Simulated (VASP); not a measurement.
A run of VASP 6.6.1:

Contents of INCAR:

```
SYSTEM = ZnCd2TeO2
  PREC = Accurate
  ENCUT = 520
  EDIFF = 1E-6
  ISMEAR = 0
  SIGMA = 0.1
  LREAL = .False.
  LASPH = .True.
  NELM = 60
  ALGO = Normal
  ISIF = 2
  LWAVE = .False.
  LCHARG = .False.
  GGA = PE
  NBANDS = 36
```

Contents of KPOINTS:

```
regular mesh
0
Gamma
  4 4 4
  0 0 0
```

File POSCAR:

```
ZnCd2TeO2
1.0
    5.2243229934      0.0000000000      0.0000000000
    0.0000000000      5.2243229934      0.0000000000
    0.0000000000      0.0000000000      5.2811122957
Zn Cd Te O
1 2 1 2
Direct
    0.0000000000      0.0000000000      0.0000000000
    0.5000000000      0.0000000000      0.0000000000
    0.0000000000      0.5000000000      0.0000000000
    0.0000000000      0.0000000000      0.5000000000
    0.5000000000      0.5000000000      0.8651653095
    0.5000000000      0.5000000000      0.1348346905
```

Potentials or basis: VASP PAW PBE potentials, release 64 (Zn, Cd, Te, O).

Run with:

```console
$ cat potpaw_PBE.64/Zn/POTCAR potpaw_PBE.64/Cd/POTCAR potpaw_PBE.64/Te/POTCAR potpaw_PBE.64/O/POTCAR > POTCAR
$ mpirun -np 1 vasp_std > vasp.out
```

Hardware: 1 thread of Intel(R) Xeon(R) 6975P-C (Granite Rapids), on a shared host.

Task: Estimate the wall time of this run.

Result: It took 66 s on 1 thread of Intel(R) Xeon(R) 6975P-C (Granite Rapids) (shared host), peak memory 0.3 GiB. Counts: scf iterations 19, k points 18.
